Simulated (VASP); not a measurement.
# ZnCd2O3 (P3m1) in VASP: a series of runs

ZnCd2O3 is run at these levels: PBE; tasks: single point.

Program: VASP 6.6.1. These are calculated values, not measurements. Logs are shortened: lines on timing, memory, paths and dates and some standing lists are left out, and cuts for length are marked.

## 1. The cell of the first run

The structure is trigonal, space group P3m1 (No. 156). The conventional cell has a = 3.483 Å, b = 3.483 Å, c = 8.722 Å, α = 90.00°, β = 90.00°, γ = 120.00°. Zn (site symmetry 3m) has 4 O at 1.96 to 2.09 Å within 2.6 Å. Within 2.9 Å of Cd (site symmetry 3m) lie 4 O at 2.20 to 2.22 Å. Cd (site symmetry 3m) has 4 O at 2.19 to 2.20 Å within 2.9 Å. Within 2.9 Å of O (site symmetry 3m) lie 4 Cd at 2.20 Å. Within 2.6 Å of O (site symmetry 3m) lie 1 Zn at 1.96 Å and 3 Cd at 2.19 Å. Within 2.8 Å of O (site symmetry 3m) lie 3 Zn at 2.09 Å and 1 Cd at 2.22 Å.

## 2. Single point, PBE

INCAR

```
SYSTEM = ZnCd2O3
  PREC = Accurate
  ENCUT = 520
  EDIFF = 1E-6
  ISMEAR = 0
  SIGMA = 0.1
  LREAL = .False.
  LASPH = .True.
  NELM = 60
  ALGO = Normal
  ISIF = 2
  LWAVE = .False.
  LCHARG = .False.
  GGA = PE
  NBANDS = 36
```

KPOINTS

```
Automatic mesh
0
Gamma
  6 6 2
  0 0 0
```

POSCAR

```
ZnCd2O3
1.0
    3.4834302000      0.0000000000      0.0000000000
   -1.7417151000      3.0167391000      0.0000000000
    0.0000000000      0.0000000000      8.7221184000
Zn Cd O
1 2 3
Direct
    0.0000000000      0.0000000000      0.3345850000
    0.3333333000      0.6666667000      0.0142190000
    0.6666667000      0.3333333000      0.6600750000
    0.6666667000      0.3333333000      0.9123020000
    0.0000000000      0.0000000000      0.5596900000
    0.3333333000      0.6666667000      0.2691290000
```

Potentials or basis: VASP PAW PBE potentials, release 64 (Zn, Cd, O).

Run with:

```console
$ cat potpaw_PBE.64/Zn/POTCAR potpaw_PBE.64/Cd/POTCAR potpaw_PBE.64/O/POTCAR > POTCAR
$ mpirun -np 1 vasp_std > vasp.out
```

OUTCAR:

```text
SYSTEM = ZnCd2O3
   PREC = Accurate
   ENCUT = 520
   EDIFF = 1E-6
   ISMEAR = 0
   LREAL = .False.
   LASPH = .True.
   NELM = 60
   ISIF = 2
   GGA = PE

 ion  position               nearest neighbor table
   1  0.000  0.000  0.335-   5 1.96   6 2.09   6 2.09   6 2.09
   2  0.333  0.667  0.014-   4 2.20   4 2.20   4 2.20   6 2.22   3 3.69   3 3.69   3 3.69
   3  0.667  0.333  0.660-   5 2.19   5 2.19   5 2.19   4 2.20   2 3.69   2 3.69   2 3.69
   4  0.667  0.333  0.912-   2 2.20   2 2.20   2 2.20   3 2.20
   5  0.000  0.000  0.560-   1 1.96   3 2.19   3 2.19   3 2.19
   6  0.333  0.667  0.269-   1 2.09   1 2.09   1 2.09   2 2.22

  LATTYP: Found a hexagonal cell.
 ALAT       =     3.4834302000
 C/A-ratio  =     2.5038878058

  Lattice vectors:

 A1 = (   3.4834302000,   0.0000000000,   0.0000000000)
 A2 = (  -1.7417151000,   3.0167391000,   0.0000000000)
 A3 = (   0.0000000000,   0.0000000000,   8.7221184000)

Analysis of symmetry for initial positions (statically):
=====================================================================
 Subroutine PRICEL returns:
 Original cell was already a primitive cell.

 Routine SETGRP: Setting up the symmetry group for a
 hexagonal supercell.

 Subroutine GETGRP returns: Found  6 space group operations
 (whereof  6 operations were pure point group operations)
 out of a pool of 24 trial point group operations.

The static configuration has the point symmetry C_3v.

Analysis of symmetry for dynamics (positions and initial velocities):
=====================================================================
 Subroutine PRICEL returns:
 Original cell was already a primitive cell.

 Routine SETGRP: Setting up the symmetry group for a
 hexagonal supercell.

 Subroutine GETGRP returns: Found  6 space group operations
 (whereof  6 operations were pure point group operations)
 out of a pool of 24 trial point group operations.

The dynamic configuration has the point symmetry C_3v.

 Subroutine INISYM returns: Found  6 space group operations
 (whereof  6 operations are pure point group operations),
 and found     1 'primitive' translations

----------------------------------------------------------------------------------------

                                     Primitive cell

  volume of cell :      91.6573

  direct lattice vectors                    reciprocal lattice vectors
     3.483430200  0.000000000  0.000000000     0.287073357  0.165741877  0.000000000
    -1.741715100  3.016739100  0.000000000     0.000000000  0.331483753  0.000000000
     0.000000000  0.000000000  8.722118400     0.000000000  0.000000000  0.114651046

  length of vectors
     3.483430200  3.483430247  8.722118400     0.331483758  0.331483753  0.114651046

  position of ions in fractional coordinates (direct lattice)
     0.000000000  0.000000000  0.334585000
     0.333333300  0.666666700  0.014219000
     0.666666700  0.333333300  0.660075000
     0.666666700  0.333333300  0.912302000
     0.000000000  0.000000000  0.559690000
     0.333333300  0.666666700  0.269129000

  ion indices of the primitive-cell ions
   primitive index   ion index
                 1           1
                 2           2
                 3           3
                 4           4
                 5           5
                 6           6

----------------------------------------------------------------------------------------

 KPOINTS: Automatic mesh

Automatic generation of k-mesh.
 Grid dimensions read from file:
 generate k-points for:    6    6    2

 Generating k-lattice:

  Cartesian coordinates                     Fractional coordinates (reciprocal lattice)
     0.047845559  0.027623646  0.000000000     0.166666667  0.000000000  0.000000000
     0.000000000  0.055247292  0.000000000     0.000000000  0.166666667  0.000000000
     0.000000000  0.000000000  0.057325523     0.000000000  0.000000000  0.500000000

  Length of vectors
     0.055247293  0.055247292  0.057325523

  Shift w.r.t. Gamma in fractional coordinates (k-lattice)
     0.000000000  0.000000000  0.000000000

 Subroutine IBZKPT returns following result:
 ===========================================

 Found     14 irreducible k-points:

 Following reciprocal coordinates:
            Coordinates               Weight
  0.000000  0.000000  0.000000      1.000000
  0.166667  0.000000  0.000000      6.000000
  0.333333  0.000000  0.000000      6.000000
  0.500000  0.000000  0.000000      3.000000
  0.166667  0.166667  0.000000      6.000000
  0.333333  0.166667  0.000000     12.000000
  0.333333  0.333333  0.000000      2.000000
  0.000000  0.000000  0.500000      1.000000
  0.166667  0.000000  0.500000      6.000000
  0.333333  0.000000  0.500000      6.000000
  0.500000  0.000000  0.500000      3.000000
  0.166667  0.166667  0.500000      6.000000
  0.333333  0.166667  0.500000     12.000000
  0.333333  0.333333  0.500000      2.000000
   k-points           NKPTS =     14   k-points in BZ     NKDIM =     14   number of bands    NBANDS=     36
   number of dos      NEDOS =    301   number of ions     NIONS =      6
   total plane-waves  NPLWV =  54880
   dimension x,y,z NGX =    28 NGY =   28 NGZ =   70
   dimension x,y,z NGXF=    56 NGYF=   56 NGZF=  140
   ions per type =               1   2   3
   NGX,Y,Z   is equivalent  to a cutoff of  13.36, 13.36, 13.34 a.u.
   NGXF,Y,Z  is equivalent  to a cutoff of  26.73, 26.73, 26.68 a.u.
 SYSTEM =  ZnCd2O3
   PREC   = accura    normal or accurate (medium, high low for compatibility)
   ISTART =      0    job   : 0-new  1-cont  2-samecut
   ICHARG =      2    charge: 1-file 2-atom 10-const
   ISPIN  =      1    spin polarized calculation?
   LNONCOLLINEAR =      F non collinear calculations
   LSORBIT =      F    spin-orbit coupling
   LASPH  =      T    aspherical Exc in radial PAW
   ENCUT  =  520.0 eV  38.22 Ry    6.18 a.u.   6.48  6.48 16.22*2*pi/ulx,y,z
   NELM   =     60;   NELMIN=  2; NELMDL= -5     # of ELM steps
   EDIFF  = 0.1E-05   stopping-criterion for ELM
   LREAL  =      F    real-space projection
[... 7 lines left out ...]
   TEBEG  =    0.0;   TEEND  =   0.0 temperature during run
   PSTRESS=    0.0 pullay stress
   NELECT =      54.0000    total number of electrons
   NUPDOWN=      -1.0000    fix difference up-down
   EMIN   =  10.00;   EMAX   =-10.00  energy-range for DOS
   EFERMI =   0.00;   METHOD = LEGACY
   ISMEAR =     0;   SIGMA  =   0.10  broadening in eV -4-tet -1-fermi 0-gaus
   EFERMI_NEDOS =   21; number of points for ismear=-14 and -15
   IALGO  =     38    algorithm
   IMIX   =      4    mixing-type and parameters
     AMIX     =   0.40;   BMIX     =  1.00
     AMIX_MAG =   1.60;   BMIX_MAG =  1.00
  volume/ion in A,a.u.               =      15.28       103.09
  Fermi-wavevector in a.u.,A,eV,Ry     =   1.372410  2.593478 25.626690  1.883509
  Thomas-Fermi vector in A             =   2.498019
   LORBIT       =      0    0 simple, 1 ext, 2 COOP (PROOUT), +10 PAW based schemes
   GGA     = PE    functional components
   LHFCALC =     F    Hartree Fock is set to
   AEXX    =    0.0000 exact exchange contribution
   IVDW    =     0    specifies the selected vdW correction
   LEPSILON=     F    determine dielectric tensor
   LRPA    =     F    only Hartree local field effects (RPA)
 non-spin polarized calculation
 Gauss-broadening in eV      SIGMA  =   0.10
  energy-cutoff  :      520.00
  volume of cell :       91.66
 maximum number of plane-waves:      2505
 NGX is ok and might be reduce to    28
   NGX = 13   NGY = 13   NGZ = 33

 number of electron      54.0000005 magnetization

 Free energy of the ion-electron system (eV)
  ---------------------------------------------------
  ext. energy  EPLUGINS =         0.00000000
  ---------------------------------------------------
  free energy    TOTEN  =       -24.04378033 eV

  energy without entropy =      -24.04120963  energy(sigma->0) =      -24.04249498

 E-fermi :   0.4201     XC(G=0): -10.2401

 val. band max:        0.3942398280   @ k =   0.0000   0.0000   0.0000
 cond. band min:       1.7165980942   @ k =   0.1667   0.0000   0.0000
 fundamental gap:      1.3223582662
 Fermi energy:         0.4200604129

 k-point     1 :       0.0000    0.0000    0.0000
  band No.  band energies     occupation
      1     -16.6544      2.00000
      2     -16.3527      2.00000
      3     -16.2952      2.00000
      4      -6.6300      2.00000
      5      -6.5948      2.00000
      6      -6.5948      2.00000
[... 28 lines left out ...]
     35      12.7784      0.00000
     36      13.2977      0.00000

 k-point     2 :       0.1667    0.0000    0.0000
  band No.  band energies     occupation
      1     -16.5700      2.00000
      2     -16.3058      2.00000
      3     -16.2561      2.00000
      4      -6.6043      2.00000
      5      -6.5004      2.00000
      6      -6.4918      2.00000
[... 28 lines left out ...]
     35      11.5910      0.00000
     36      12.4047      0.00000

 k-point     3 :       0.3333    0.0000    0.0000
  band No.  band energies     occupation
      1     -16.3873      2.00000
      2     -16.2203      2.00000
      3     -16.1831      2.00000
      4      -6.5693      2.00000
      5      -6.4250      2.00000
      6      -6.3652      2.00000
[... 28 lines left out ...]
     35      10.8817      0.00000
     36      12.2926      0.00000

 k-point     4 :       0.5000    0.0000    0.0000
  band No.  band energies     occupation
      1     -16.2728      2.00000
      2     -16.2017      2.00000
      3     -16.1450      2.00000
      4      -6.5535      2.00000
      5      -6.4419      2.00000
      6      -6.3361      2.00000
[... 28 lines left out ...]
     35      11.0562      0.00000
     36      11.5326      0.00000

 k-point     5 :       0.1667    0.1667    0.0000
  band No.  band energies     occupation
      1     -16.4365      2.00000
      2     -16.2374      2.00000
      3     -16.2027      2.00000
      4      -6.5101      2.00000
      5      -6.4370      2.00000
      6      -6.3386      2.00000
[... 28 lines left out ...]
     35      10.1090      0.00000
     36      11.0639      0.00000

 k-point     6 :       0.3333    0.1667    0.0000
  band No.  band energies     occupation
      1     -16.2811      2.00000
      2     -16.1849      2.00000
      3     -16.1557      2.00000
      4      -6.4848      2.00000
      5      -6.3773      2.00000
      6      -6.3508      2.00000
[... 28 lines left out ...]
     35       9.8948      0.00000
     36      10.6253      0.00000

 k-point     7 :       0.3333    0.3333    0.0000
  band No.  band energies     occupation
      1     -16.2137      2.00000
      2     -16.1685      2.00000
      3     -16.1568      2.00000
      4      -6.5018      2.00000
      5      -6.3668      2.00000
      6      -6.2544      2.00000
[... 28 lines left out ...]
     35       8.9929      0.00000
     36      10.0964      0.00000

 k-point     8 :       0.0000    0.0000    0.5000
  band No.  band energies     occupation
      1     -16.6234      2.00000
      2     -16.4409      2.00000
      3     -16.2375      2.00000
      4      -6.7040      2.00000
      5      -6.5903      2.00000
      6      -6.5903      2.00000
[... 28 lines left out ...]
     35      12.2216      0.00000
     36      13.3237      0.00000

 k-point     9 :       0.1667    0.0000    0.5000
  band No.  band energies     occupation
      1     -16.5439      2.00000
      2     -16.3812      2.00000
      3     -16.2070      2.00000
      4      -6.6448      2.00000
      5      -6.5192      2.00000
      6      -6.4964      2.00000
[... 28 lines left out ...]
     35      11.7458      0.00000
     36      12.3917      0.00000

 k-point    10 :       0.3333    0.0000    0.5000
  band No.  band energies     occupation
      1     -16.3737      2.00000
      2     -16.2593      2.00000
      3     -16.1576      2.00000
      4      -6.5926      2.00000
      5      -6.4166      2.00000
      6      -6.3674      2.00000
[... 28 lines left out ...]
     35      11.7645      0.00000
     36      12.3990      0.00000

 k-point    11 :       0.5000    0.0000    0.5000
  band No.  band energies     occupation
      1     -16.2796      2.00000
      2     -16.1752      2.00000
      3     -16.1650      2.00000
      4      -6.5628      2.00000
      5      -6.4126      2.00000
      6      -6.3432      2.00000
[... 28 lines left out ...]
     35      10.7658      0.00000
     36      12.2181      0.00000

 k-point    12 :       0.1667    0.1667    0.5000
  band No.  band energies     occupation
      1     -16.4181      2.00000
      2     -16.2917      2.00000
      3     -16.1670      2.00000
      4      -6.5445      2.00000
      5      -6.4413      2.00000
      6      -6.3478      2.00000
[... 28 lines left out ...]
     35      11.3329      0.00000
     36      11.5589      0.00000

 k-point    13 :       0.3333    0.1667    0.5000
  band No.  band energies     occupation
      1     -16.2773      2.00000
      2     -16.1961      2.00000
      3     -16.1484      2.00000
      4      -6.4882      2.00000
      5      -6.3699      2.00000
      6      -6.3319      2.00000
[... 28 lines left out ...]
     35      10.2898      0.00000
     36      10.6469      0.00000

 k-point    14 :       0.3333    0.3333    0.5000
  band No.  band energies     occupation
      1     -16.2137      2.00000
      2     -16.1686      2.00000
      3     -16.1569      2.00000
      4      -6.4866      2.00000
      5      -6.3353      2.00000
      6      -6.2597      2.00000
[... 28 lines left out ...]
     35       9.2679      0.00000
     36      10.4239      0.00000

------------------------ aborting loop because EDIFF is reached ----------------------------------------

  FORCE on cell =-STRESS in cart. coord.  units (eV):
  Direction    XX          YY          ZZ          XY          YZ          ZX
  --------------------------------------------------------------------------------------
  -------------------------------------------------------------------------------------
  Total        0.6086119      0.6086119      0.6783617      0.0000000      0.0000000      0.0000000
  in kB       10.6385924     10.6385927     11.8578263      0.0000000      0.0000000      0.0000000
  external PRESSURE =      11.0450038 kB  Pullay stress =       0.0000000 kB

 VOLUME and BASIS-vectors are now :
 -----------------------------------------------------------------------------
  energy-cutoff  :      520.00
  volume of cell :       91.66
      direct lattice vectors                 reciprocal lattice vectors
     3.483430200  0.000000000  0.000000000     0.287073357  0.165741877  0.000000000
    -1.741715100  3.016739100  0.000000000     0.000000000  0.331483753  0.000000000
     0.000000000  0.000000000  8.722118400     0.000000000  0.000000000  0.114651046

 POSITION                                       TOTAL-FORCE (eV/Angst)
 -----------------------------------------------------------------------------------
      0.00000      0.00000      2.91829         0.000000     -0.000000     -0.042139
     -0.00000      2.01116      0.12402        -0.000000      0.000000      0.028307
      1.74172      1.00558      5.75725         0.000000     -0.000000      0.030033
      1.74172      1.00558      7.95721        -0.000000      0.000000     -0.028756
      0.00000      0.00000      4.88168         0.000000     -0.000000     -0.029763
     -0.00000      2.01116      2.34738        -0.000000     -0.000000      0.042318
 -----------------------------------------------------------------------------------
    total drift:                               -0.000011      0.000004      0.002526

  FREE ENERGIE OF THE ION-ELECTRON SYSTEM (eV)
  ---------------------------------------------------
  free  energy   TOTEN  =       -24.0437803254 eV

  energy  without entropy=      -24.0412096281  energy(sigma->0) =      -24.04249498
```

Wall time 52 s (1 thread of Intel Xeon Platinum 8488C (Sapphire Rapids), shared host); peak memory 0.23 GiB.

What came out:

```yaml
Free_energy: -24.0438 eV
Pressure: 1.1 GPa
Largest_force: 0.042 eV/Å
Band_gap_on_the_k_mesh: zero (filled and empty bands touch)
```

Forces on the atoms (eV/Å):
```
Zn   0.000  0.000 -0.042
Cd   0.000  0.000  0.028
Cd   0.000  0.000  0.030
O    0.000  0.000 -0.029
O    0.000  0.000 -0.030
O    0.000  0.000  0.042
```

Caveat: the k points lie up to 0.36 Å⁻¹ apart; semilocal functionals underestimate gaps, and a narrow one can read as zero.

## 3. Single point, PBE, collinear spin, ferromagnetic start

INCAR

```
SYSTEM = ZnCd2O3
ALGO     = Normal         ! electronic algorithm
EDIFF    = 1E-6           ! SCF threshold, eV
ENCUT    = 520            ! plane-wave cutoff, eV
GGA      = PE             ! functional
ISIF     = 2              ! what is computed and relaxed
ISMEAR   = 0              ! smearing method
ISPIN    = 2              ! spin polarisation
LASPH    = .TRUE.         ! aspherical terms in the spheres
LCHARG   = .FALSE.        ! write CHGCAR
LORBIT   = 11             ! projections on sites
LREAL    = .FALSE.        ! projectors in reciprocal space
LWAVE    = .FALSE.        ! write WAVECAR
MAGMOM   = 0 0 0 1 1 1    ! initial moments
NBANDS   = 40             ! bands
NELM     = 150            ! most SCF steps
PREC     = Accurate       ! precision mode
SIGMA    = 0.1            ! smearing width, eV
```

KPOINTS

```
k-points
0
G
  6 6 2
  0 0 0
```

POSCAR is that of step 2.

Potentials or basis: VASP PAW PBE potentials, release 64 (Zn, Cd, O).

Run with:

```console
$ cat potpaw_PBE.64/Zn/POTCAR potpaw_PBE.64/Cd/POTCAR potpaw_PBE.64/O/POTCAR > POTCAR
$ mpirun -np 1 vasp_std > vasp.out
```

Run time: 2.1 min. Hardware: 1 thread of Intel Xeon Platinum 8488C (Sapphire Rapids), shared host; peak memory 0.3 GiB.

The run converged. Its results:

```
Free energy                                           : -24.0438 eV
Pressure                                              : 1.1 GPa
Largest force                                         : 0.042 eV/Å
Band gap on the k mesh                                : zero (filled and empty bands touch)
Net moment                                            : 0.00 μB per cell
Valence electrons inside the program's atomic spheres : Zn 10.69; Cd 10.30; O 4.94, 4.96, 4.92
```

Forces in eV/Å, atoms in the order of the input:
```
Zn   0.000  0.000 -0.042
Cd   0.000  0.000  0.028
Cd   0.000  0.000  0.030
O    0.000  0.000 -0.029
O    0.000  0.000 -0.030
O    0.000  0.000  0.042
```

Stress tensor (GPa, compression positive):
```
1.08 0.00 0.00
0.00 1.08 0.00
0.00 0.00 1.20
```

Levels at points of the mesh, in eV from the Fermi level:
Spin up:
```csv
k point,band 24,band 25,band 26,band 27,band 28,band 29,band 30,band 31
"(0.00, 0.00, 0.00)",-0.46,-0.22,-0.07,-0.03,-0.03,3.10,3.39,7.46
"(0.50, 0.00, 0.00)",-1.48,-1.24,-1.00,-0.76,4.56,4.81,5.32,6.62
"(0.00, 0.00, 0.50)",-0.29,-0.29,-0.12,-0.12,1.30,1.54,4.48,6.58
"(0.50, 0.00, 0.50)",-1.74,-1.32,-0.78,-0.59,4.33,4.77,5.42,6.65
```
Spin down:
```tsv
k point	band 24	band 25	band 26	band 27	band 28	band 29	band 30	band 31
(0.00, 0.00, 0.00)	-0.46	-0.22	-0.07	-0.03	-0.03	3.10	3.39	7.46
(0.50, 0.00, 0.00)	-1.48	-1.24	-1.00	-0.76	4.56	4.81	5.32	6.62
(0.00, 0.00, 0.50)	-0.29	-0.29	-0.12	-0.12	1.30	1.54	4.48	6.58
(0.50, 0.00, 0.50)	-1.74	-1.32	-0.78	-0.59	4.33	4.77	5.42	6.65
```

Caveat: the k points lie up to 0.36 Å⁻¹ apart; semilocal functionals underestimate gaps, and a narrow one can read as zero.

[end of part 1 of 2]

The gap in the log of VASP goes by the Fermi energy; the results here count the filled bands.